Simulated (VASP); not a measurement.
A run of VASP 6.6.1 is set up as follows.

File INCAR:

```
PREC = Accurate
ENCUT = 500
EDIFF = 1E-7
ISMEAR = 0
SIGMA = 0.1
LREAL = False
LASPH = True
NELM = 120
ALGO = Normal
ISIF = 4
LWAVE = False
LCHARG = False
GGA = PE
IBRION = 2
NSW = 50
EDIFFG = -0.01
GGA_COMPAT = False
NELMIN = 4
```

KPOINTS

```
Automatic mesh
0
Gamma
  21 21 12
```

File POSCAR:

```
Zr
1.0
    3.2972016694      0.0000000000      0.0000000000
   -1.6486008347      2.8554604071      0.0000000000
    0.0000000000      0.0000000000      5.2666208333
Zr
2
Direct
    0.3333333333      0.6666666667      0.2500000000
    0.6666666667      0.3333333333      0.7500000000
```

Potentials or basis: VASP PAW PBE potentials, release 64 (Zr_sv).

Command:

```sh
$ cat potpaw_PBE.64/Zr_sv/POTCAR > POTCAR
$ mpirun -np 1 vasp_std > vasp.out
```

Task: Predict the band gap on the k mesh.

Result: Zero (band 12 reaches 9.16 eV, above the bottom of band 13 at 8.00 eV).

Final structure:
```
Zr
1.0
     3.29861    0.00000    0.00000
    -1.64930    2.85668    0.00000
     0.00000    0.00000    5.26213
Zr
2
Direct
  0.33333 0.66667 0.25000
  0.66667 0.33333 0.75000
```
